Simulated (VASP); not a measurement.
# BaTe (P1) in VASP: single point with PBEsol

Aim: the single point of BaTe with PBEsol.

Everything below comes from runs of VASP 6.6.1. Logs are shortened: lines on timing, memory, paths and dates and some standing lists are left out, and cuts for length are marked.

### 1 The cell of the first run

The typed cell holds 2 atoms: a = 4.471 Å, b = 4.457 Å, c = 4.463 Å, α = 90.23°, β = 90.25°, γ = 90.55°.

### 2 Single point, PBEsol (atoms moved at random and the cell strained at random)

Contents of INCAR:

```
  PREC = Accurate
  ENCUT = 520
  EDIFF = 1E-6
  ISMEAR = 0
  SIGMA = 0.02
  LREAL = F
  LASPH = T
  NELM = 80
  ALGO = Normal
  ISIF = 2
  LWAVE = F
  LCHARG = F
  GGA = PS
  NBANDS = 15
```

Contents of KPOINTS:

```
regular mesh
0
Gamma
  6 6 6
```

Contents of POSCAR:

```
BaTe
1.0
    4.4714120833     -0.0213123300     -0.0098036718
   -0.0213123300      4.4564934523     -0.0090364279
   -0.0098036718     -0.0090364279      4.4625461540
Ba Te
1 1
Direct
   -0.0007953143      0.0195379858     -0.0292577114
    0.5007953143      0.4804620142      0.5292577114
```

Potentials or basis: VASP PAW PBE potentials, release 64 (Ba_sv, Te).

The run is started by

```console
$ cat potpaw_PBE.64/Ba_sv/POTCAR potpaw_PBE.64/Te/POTCAR > POTCAR
$ mpirun -np 1 vasp_std > vasp.out
```

OUTCAR:

```text
PREC = Accurate
   ENCUT = 520
   EDIFF = 1E-6
   ISMEAR = 0
   LREAL = F
   LASPH = T
   NELM = 80
   ISIF = 2
   GGA = PS

 ion  position               nearest neighbor table
   1  0.999  0.020  0.971-   2 3.62   2 3.63   2 3.80   2 3.85   2 3.91   2 3.94   2 4.12   2 4.14

   2  0.501  0.480  0.529-   1 3.62   1 3.63   1 3.80   1 3.85   1 3.91   1 3.94   1 4.12   1 4.14

  LATTYP: Found a triclinic cell.
 ALAT       =     4.4625660718
 B/A-ratio  =     1.4161145523
 C/A-ratio  =     3.0027797070
 COS(alpha) =     0.0000526616
 COS(beta)  =     0.6648223845
 COS(gamma) =     0.7090080543

  Lattice vectors:

 A1 = (   0.0098036718,   0.0090364279,  -4.4625461540)
 A2 = (  -0.0115086582,   4.4655298802,  -4.4715825819)
 A3 = (   4.5336440869,  -8.9162263788,  -8.9168231240)

Analysis of symmetry for initial positions (statically):
=====================================================================
 Subroutine PRICEL returns:
 Original cell was already a primitive cell.

 Routine SETGRP: Setting up the symmetry group for a
 triclinic supercell.

 Subroutine GETGRP returns: Found  1 space group operations
 (whereof  1 operations were pure point group operations)
 out of a pool of  2 trial point group operations.

The static configuration has the point symmetry C_1 .

Analysis of symmetry for dynamics (positions and initial velocities):
=====================================================================
 Subroutine PRICEL returns:
 Original cell was already a primitive cell.

 Routine SETGRP: Setting up the symmetry group for a
 triclinic supercell.

 Subroutine GETGRP returns: Found  1 space group operations
 (whereof  1 operations were pure point group operations)
 out of a pool of  2 trial point group operations.

The dynamic configuration has the point symmetry C_1 .

 Subroutine INISYM returns: Found  1 space group operations
 (whereof  1 operations are pure point group operations),
 and found     1 'primitive' translations

----------------------------------------------------------------------------------------

                                     Primitive cell

  volume of cell :      88.9215

  direct lattice vectors                    reciprocal lattice vectors
     4.471412083 -0.021312330 -0.009803672     0.223649182  0.001070560  0.000493498
    -0.021312330  4.456493452 -0.009036428     0.001070560  0.224397714  0.000456746
    -0.009803672 -0.009036428  4.462546154     0.000493498  0.000456746  0.224089327

  length of vectors
     4.471473621  4.456553575  4.462566072     0.223652289  0.224400733  0.224090336

  position of ions in fractional coordinates (direct lattice)
     0.999204686  0.019537986  0.970742289
     0.500795314  0.480462014  0.529257711

  ion indices of the primitive-cell ions
   primitive index   ion index
                 1           1
                 2           2

----------------------------------------------------------------------------------------

 KPOINTS: regular mesh

Automatic generation of k-mesh.
 Grid dimensions read from file:
 generate k-points for:    6    6    6

 Generating k-lattice:

  Cartesian coordinates                     Fractional coordinates (reciprocal lattice)
     0.037274864  0.000178427  0.000082250     0.166666667  0.000000000 -0.000000000
     0.000178427  0.037399619  0.000076124     0.000000000  0.166666667  0.000000000
     0.000082250  0.000076124  0.037348221     0.000000000  0.000000000  0.166666667

  Length of vectors
     0.037275381  0.037400122  0.037348389

  Shift w.r.t. Gamma in fractional coordinates (k-lattice)
     0.000000000  0.000000000  0.000000000

 Subroutine IBZKPT returns following result:
 ===========================================

 Found    112 irreducible k-points:

 Following reciprocal coordinates:
            Coordinates               Weight
  0.000000  0.000000  0.000000      1.000000
  0.166667 -0.000000  0.000000      2.000000
  0.333333  0.000000  0.000000      2.000000
  0.500000  0.000000  0.000000      1.000000
  0.000000  0.166667  0.000000      2.000000
  0.166667  0.166667  0.000000      2.000000
[... 16 lines left out ...]
  0.333333  0.000000  0.166667      2.000000
  0.500000  0.000000  0.166667      2.000000
 [... further k-points ...]
   k-points           NKPTS =    112   k-points in BZ     NKDIM =    112   number of bands    NBANDS=     15
   number of dos      NEDOS =    301   number of ions     NIONS =      2
   total plane-waves  NPLWV =  46656
   dimension x,y,z NGX =    36 NGY =   36 NGZ =   36
   dimension x,y,z NGXF=    72 NGYF=   72 NGZF=   72
   ions per type =               1   1
   NGX,Y,Z   is equivalent  to a cutoff of  13.38, 13.43, 13.41 a.u.
   NGXF,Y,Z  is equivalent  to a cutoff of  26.77, 26.86, 26.82 a.u.
 SYSTEM =  unknown system
   PREC   = accura    normal or accurate (medium, high low for compatibility)
   ISTART =      0    job   : 0-new  1-cont  2-samecut
   ICHARG =      2    charge: 1-file 2-atom 10-const
   ISPIN  =      1    spin polarized calculation?
   LNONCOLLINEAR =      F non collinear calculations
   LSORBIT =      F    spin-orbit coupling
   LASPH  =      T    aspherical Exc in radial PAW
   ENCUT  =  520.0 eV  38.22 Ry    6.18 a.u.   8.31  8.29  8.30*2*pi/ulx,y,z
   NELM   =     80;   NELMIN=  2; NELMDL= -5     # of ELM steps
   EDIFF  = 0.1E-05   stopping-criterion for ELM
   LREAL  =      F    real-space projection
   EDIFFG = 0.1E-04   stopping-criterion for IOM
   NSW    =      0    number of steps for IOM
   IBRION =     -1    ionic relax: 0-MD 1-quasi-New 2-CG
   NFREE  =      0    steps in history (QN), initial steepest desc. (CG)
   ISIF   =      2    stress and relaxation
   ISYM   =      2    0-nonsym 1-usesym 2-fastsym
   POTIM  = 0.5000    time-step for ionic-motion
   TEBEG  =    0.0;   TEEND  =   0.0 temperature during run
   PSTRESS=    0.0 pullay stress
   NELECT =      16.0000    total number of electrons
   NUPDOWN=      -1.0000    fix difference up-down
   EMIN   =  10.00;   EMAX   =-10.00  energy-range for DOS
   EFERMI =   0.00;   METHOD = LEGACY
   ISMEAR =     0;   SIGMA  =   0.02  broadening in eV -4-tet -1-fermi 0-gaus
   EFERMI_NEDOS =   21; number of points for ismear=-14 and -15
   IALGO  =     38    algorithm
   IMIX   =      4    mixing-type and parameters
     AMIX     =   0.40;   BMIX     =  1.00
     AMIX_MAG =   1.60;   BMIX_MAG =  1.00
  volume/ion in A,a.u.               =      44.46       300.04
  Fermi-wavevector in a.u.,A,eV,Ry     =   0.924228  1.746538 11.622065  0.854198
  Thomas-Fermi vector in A             =   2.049951
   LORBIT       =      0    0 simple, 1 ext, 2 COOP (PROOUT), +10 PAW based schemes
   GGA     = PS    functional components
   LHFCALC =     F    Hartree Fock is set to
   AEXX    =    0.0000 exact exchange contribution
   IVDW    =     0    specifies the selected vdW correction
   LEPSILON=     F    determine dielectric tensor
   LRPA    =     F    only Hartree local field effects (RPA)
 non-spin polarized calculation
 Gauss-broadening in eV      SIGMA  =   0.02
  energy-cutoff  :      520.00
  volume of cell :       88.92
 maximum number of plane-waves:      2415
 NGX is ok and might be reduce to    36
   NGX = 17   NGY = 17   NGZ = 17

 number of electron      16.0000000 magnetization

 Free energy of the ion-electron system (eV)
  ---------------------------------------------------
  ext. energy  EPLUGINS =         0.00000000
  ---------------------------------------------------
  free energy    TOTEN  =        -8.66859605 eV

  energy without entropy =       -8.66859605  energy(sigma->0) =       -8.66859605

 E-fermi :   2.7348     XC(G=0):  -8.3606

 val. band max:        2.6241902051   @ k =   0.5000   0.5000   0.0000
 cond. band min:       3.7490369272   @ k =   0.5000   0.5000   0.0000
 fundamental gap:      1.1248467220
 Fermi energy:         2.7347699986

 k-point     1 :       0.0000    0.0000    0.0000
  band No.  band energies     occupation
      1     -25.5772      2.00000
      2     -10.6208      2.00000
      3     -10.6061      2.00000
      4     -10.6011      2.00000
      5      -7.2915      2.00000
      6       2.1603      2.00000
      7       2.2851      2.00000
      8       2.3020      2.00000
      9       3.7738      0.00000
     10       3.9847      0.00000
     11       4.2830      0.00000
     12       6.9325      0.00000
     13       6.9632      0.00000
     14       7.0247      0.00000
     15      10.4012      0.00000

 k-point     2 :       0.1667   -0.0000    0.0000
  band No.  band energies     occupation
      1     -25.5738      2.00000
      2     -10.6916      2.00000
      3     -10.6099      2.00000
      4     -10.5988      2.00000
      5      -7.1771      2.00000
      6       1.2849      2.00000
      7       2.1522      2.00000
      8       2.2483      2.00000
      9       4.0022      0.00000
     10       4.3593      0.00000
     11       5.2572      0.00000
     12       6.9107      0.00000
     13       7.0262      0.00000
     14       7.2225      0.00000
     15       9.3537      0.00000

 k-point     3 :       0.3333    0.0000    0.0000
  band No.  band energies     occupation
      1     -25.5669      2.00000
      2     -10.8540      2.00000
      3     -10.5942      2.00000
      4     -10.5844      2.00000
      5      -6.9467      2.00000
      6       0.1894      2.00000
      7       2.0799      2.00000
      8       2.1042      2.00000
      9       4.1742      0.00000
     10       5.5729      0.00000
     11       6.5795      0.00000
     12       7.0311      0.00000
     13       7.1003      0.00000
     14       7.5467      0.00000
     15       8.4468      0.00000
[... 343 lines left out ...]
 k-point    23 :       0.3333    0.0000    0.1667
  band No.  band energies     occupation
      1     -25.5636      2.00000
      2     -10.8349      2.00000
      3     -10.6624      2.00000
      4     -10.5787      2.00000
      5      -6.9222      2.00000
      6       0.3476      2.00000
      7       1.6340      2.00000
      8       2.1652      2.00000
      9       4.4378      0.00000
     10       5.6030      0.00000
     11       6.0863      0.00000
     12       6.4762      0.00000
     13       7.4370      0.00000
     14       7.7962      0.00000
     15       9.1791      0.00000

 k-point    24 :       0.5000    0.0000    0.1667
  band No.  band energies     occupation
      1     -25.5602      2.00000
      2     -10.9059      2.00000
      3     -10.6509      2.00000
      4     -10.5717      2.00000
      5      -6.8380      2.00000
      6      -0.0065      2.00000
      7       1.6754      2.00000
      8       2.1336      2.00000
      9       4.4499      0.00000
     10       5.9889      0.00000
     11       6.4981      0.00000
     12       6.8905      0.00000
     13       7.0822      0.00000
     14       8.1136      0.00000
     15       8.5890      0.00000

 [... further k-points ...]
[... 5 lines left out ...]
  --------------------------------------------------------------------------------------
  -------------------------------------------------------------------------------------
  Total       -2.3797543     -2.2258385     -2.2079755     -0.0102324     -0.1888860     -0.0003808
  in kB      -42.8781274    -40.1048908    -39.7830363     -0.1843661     -3.4033253     -0.0068616
  external PRESSURE =     -40.9220182 kB  Pullay stress =       0.0000000 kB

 VOLUME and BASIS-vectors are now :
 -----------------------------------------------------------------------------
  energy-cutoff  :      520.00
  volume of cell :       88.92
      direct lattice vectors                 reciprocal lattice vectors
     4.471412083 -0.021312330 -0.009803672     0.223649182  0.001070560  0.000493498
    -0.021312330  4.456493452 -0.009036428     0.001070560  0.224397714  0.000456746
    -0.009803672 -0.009036428  4.462546154     0.000493498  0.000456746  0.224089327

 POSITION                                       TOTAL-FORCE (eV/Angst)
 -----------------------------------------------------------------------------------
      4.45792      0.05700      4.32201        -0.001284     -0.025446      0.028804
      2.22383      2.12572      2.35259         0.001284      0.025446     -0.028804
 -----------------------------------------------------------------------------------
    total drift:                                0.000103      0.000142     -0.000294

  FREE ENERGIE OF THE ION-ELECTRON SYSTEM (eV)
  ---------------------------------------------------
  free  energy   TOTEN  =        -8.6685960513 eV

  energy  without entropy=       -8.6685960513  energy(sigma->0) =       -8.66859605
```

Run time: 94 s. Hardware: 1 thread of Intel Xeon 6975P-C, shared host; peak memory 0.32 GiB.

Results:

| Item | Value |
| --- | --- |
| Free energy | -8.6686 eV |
| Pressure | -4.1 GPa |
| Largest force | 0.038 eV/Å |
| Band gap on the k mesh | 1.12 eV, direct |

Forces on the atoms (eV/Å):
```
Ba  -0.001 -0.025  0.029
Te   0.001  0.025 -0.029
```

Levels at points of the mesh, in eV from the valence-band top:
| k point | band 6 | band 7 | band 8 | band 9 | band 10 | band 11 |
| --- | --- | --- | --- | --- | --- | --- |
| (0.00, 0.00, 0.00) | -0.46 | -0.34 | -0.32 | 1.15 | 1.36 | 1.66 |
| (0.50, 0.00, 0.00) | -2.86 | -0.62 | -0.57 | 1.70 | 3.99 | 4.24 |
| (0.00, 0.50, 0.00) | -2.85 | -0.67 | -0.55 | 1.72 | 3.99 | 4.42 |
| (0.50, 0.50, 0.00) | -1.77 | -1.74 | 0.00 | 1.12 | 2.55 | 3.00 |
| (0.00, 0.00, 0.50) | -2.84 | -0.66 | -0.56 | 1.71 | 4.15 | 4.48 |
| (0.50, 0.00, 0.50) | -1.78 | -1.75 | -0.02 | 1.14 | 2.48 | 2.99 |
| (0.00, 0.50, 0.50) | -1.79 | -1.74 | -0.06 | 1.17 | 2.40 | 2.96 |
| (0.50, 0.50, 0.50) | -2.31 | -2.29 | -2.26 | 4.07 | 4.13 | 4.35 |

Caveat: the cell differs from its parent crystal (atoms moved at random and the cell strained at random); the PAW data sets were made with another functional, which shifts forces and pressure a little; spin-orbit coupling is left out, which moves the levels of the heavy elements. A k mesh can miss the band edges.
